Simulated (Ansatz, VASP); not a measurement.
## C in VASP and in Ansatz

```
CELL_PARAMETERS angstrom
0.00000 2.14827 3.34800
1.24028 0.00000 3.34800
1.24028 2.14827 0.00000
ATOMIC_POSITIONS crystal
C 0.16667 0.83333 0.16667
C 0.83333 0.16667 0.83333
```

Change from the starting cell: equal xx and yy strain of +1 %, crystal datasets.

Alike in both runs: task electric field gradients; functional PBE; k mesh 18 × 18 × 18; occupations fermi-dirac, width 0.05 eV; no spin polarisation.

```csv
,VASP,Ansatz
version,VASP 6.6.1,Ansatz 0.2.0
potentials or method,"VASP PAW PBE potentials, release 64 (C), cutoff 520 eV","all-electron PAW with datasets made for the crystal, scalar-relativistic"
```

|  | VASP | Ansatz | Ansatz less VASP |
| --- | --- | --- | --- |
| pressure (GPa) | -3.1 | -3.6 | -0.51 |
| traceless stress, the component that is largest in VASP (GPa) | 7.02 | 7.60 | +0.584 |
| size of Vzz on the site where it differs most (V/Å²) | 29.4 | 24.4 | -4.99 |

Ansatz ran all-electron here, and VASP with PAW potentials.
